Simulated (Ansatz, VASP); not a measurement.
## Mg in VASP and in Ansatz

The input INCAR:

```
ALGO = Normal
EDIFF = 1E-6
ENCUT = 520
GGA = PE
ISIF = 2
ISMEAR = 0
LASPH = T
LCHARG = F
LREAL = F
LWAVE = F
NBANDS = 7
NELM = 60
PREC = Accurate
SIGMA = 0.15
```

The input KPOINTS:

```
k-points
0
Gamma
  20 20 20
```

Contents of POSCAR:

```
Mg
1.0
   -1.9217536856      1.9217536856      1.6798048966
    1.9217536856     -1.9217536856      1.6798048966
    1.9217536856      1.9217536856     -1.6798048966
Mg
1
Direct
    0.0000000000      0.0000000000      0.0000000000
```

Input for Ansatz:

```yaml
crystal:
  lattice:
    - [-1.9217536856, 1.9217536856, 1.6798048966]
    - [1.9217536856, -1.9217536856, 1.6798048966]
    - [1.9217536856, 1.9217536856, -1.6798048966]
  atoms:
    - { symbol: Mg, position: [0.0, 0.0, 0.0] }
basis:
  ecutwfc: 520.0
kpoints:
  mp_grid: { grid: [20, 20, 20] }
hamiltonian:
  xc: pbe
  pseudopotentials: { kind: paw }
scf:
  occupations: { method: gaussian, width: 0.15 }
output:
  forces: true
  stress: true
  eigenvalues: true
```

Alike in both runs: task single point; functional PBE; k mesh 20 × 20 × 20; occupations gaussian, width 0.15 eV; no spin polarisation.

|  | VASP | Ansatz |
| --- | --- | --- |
| version | VASP 6.6.1 | Ansatz 0.2.0 |
| potentials or method | VASP PAW PBE potentials, release 64 (Mg), cutoff 520 eV | scalar-relativistic, plane waves, PAW |
| valence electrons in the cell | 2 | 10 |

|  | VASP | Ansatz | Ansatz less VASP |
| --- | --- | --- | --- |
| gap on the k mesh at the Fermi level (eV) | none | none | - |
| pressure (GPa) | -2.3 | -2.2 | +0.11 |
| traceless stress, the component that is largest in VASP (GPa) | 0.27 | 0.28 | +0.008 |

A gap of «none» marks a metal or a gap that the smearing closes. The functional is the same, so the differences come from potentials, cutoffs and numerics. VASP's potentials hold 2 valence electrons a cell and Ansatz's 10, so a difference there can come from the potentials and not from the codes.
